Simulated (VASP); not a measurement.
Set up this calculation in VASP 6.6.1, as the native input.

* Task: single point
* Functional: PBE0
* Potentials or basis: VASP PAW PBE potentials, release 64 (N, B)
* Cutoff: 520 eV
* k mesh: 8 × 8 × 4
* Occupations: fermi-dirac, width 0.05 eV
* Spin: no spin polarisation
* Dipole correction: no
* Grid for exact exchange (PRECFOCK): Normal
* Further INCAR settings: ALGO = Normal; EDIFF = 1e-06; NBANDS = 16
* Share of exact exchange: 0.25

The system is BN.

```xyz
4
Lattice="2.5539 0.0000 0.0000 -1.2770 2.2118 0.0000 0.0000 0.0000 4.2269" Properties=species:S:1:pos:R:3 pbc="T T T"
N     0.0000    1.4745    0.5295
N     1.2770    0.7373    2.6430
B     0.0000    1.4745    2.1123
B     1.2770    0.7373    4.2257
```

The input as run:

POSCAR

```
BN
1.0
    2.5539396017      0.0000000000      0.0000000000
   -1.2769698009      2.2117765748      0.0000000000
    0.0000000000      0.0000000000      4.2268550000
N B
2 2
Direct
    0.3333333333      0.6666666667      0.1252760000
    0.6666666667      0.3333333333      0.6252760000
    0.3333333333      0.6666666667      0.4997240000
    0.6666666667      0.3333333333      0.9997240000
```

INCAR.step1

```
PREC     = Accurate       # precision mode
ENCUT    = 520            # plane-wave cutoff, eV
EDIFF    = 1E-5           # SCF threshold, eV
ISMEAR   = -1             # smearing method
SIGMA    = 0.05           # smearing width, eV
LREAL    = F              # projectors in reciprocal space
LASPH    = T              # aspherical terms in the spheres
NELM     = 60             # most SCF steps
ALGO     = Normal         # electronic algorithm
ISIF     = 2              # what is computed and relaxed
LWAVE    = T              # write WAVECAR
LCHARG   = F              # write CHGCAR
GGA      = PE             # functional
NBANDS   = 16             # bands
```

INCAR.step2

```
PREC     = Accurate       # precision mode
ENCUT    = 520            # plane-wave cutoff, eV
EDIFF    = 1E-6           # SCF threshold, eV
ISMEAR   = -1             # smearing method
SIGMA    = 0.05           # smearing width, eV
LREAL    = F              # projectors in reciprocal space
LASPH    = T              # aspherical terms in the spheres
NELM     = 60             # most SCF steps
ALGO     = Normal         # electronic algorithm
ISIF     = 2              # what is computed and relaxed
LWAVE    = F              # write WAVECAR
LCHARG   = F              # write CHGCAR
GGA      = PE             # functional
LHFCALC  = T              # exact exchange
AEXX     = 0.25           # exact-exchange fraction
PRECFOCK = Normal       
ISTART   = 1            
NBANDS   = 16             # bands
```

KPOINTS

```
regular mesh
0
Gamma
  8 8 4
```

Potentials or basis: VASP PAW PBE potentials, release 64 (N, B).

Command:

```sh
$ cat potpaw_PBE.64/N/POTCAR potpaw_PBE.64/B/POTCAR > POTCAR
$ cp INCAR.step1 INCAR
$ mpirun -np 1 vasp_std > vasp.out
$ cp INCAR.step2 INCAR
$ mpirun -np 1 vasp_std > vasp.out
```

Results of the run:

```yaml
Pressure: -8.7 GPa
Largest_force: 0.032 eV/Å
Band_gap_on_the_k_mesh: 7.62 eV (least direct gap 10.65 eV)
```

Caveat: the cell stands under tension; the PAW data sets were made with another functional, which shifts forces and pressure a little.

Run time: 34 min on 1 thread of Intel(R) Xeon(R) Platinum 8259CL CPU @ 2.50GHz (Skylake/Cascade Lake), on a shared host, peak memory 0.15 GiB.
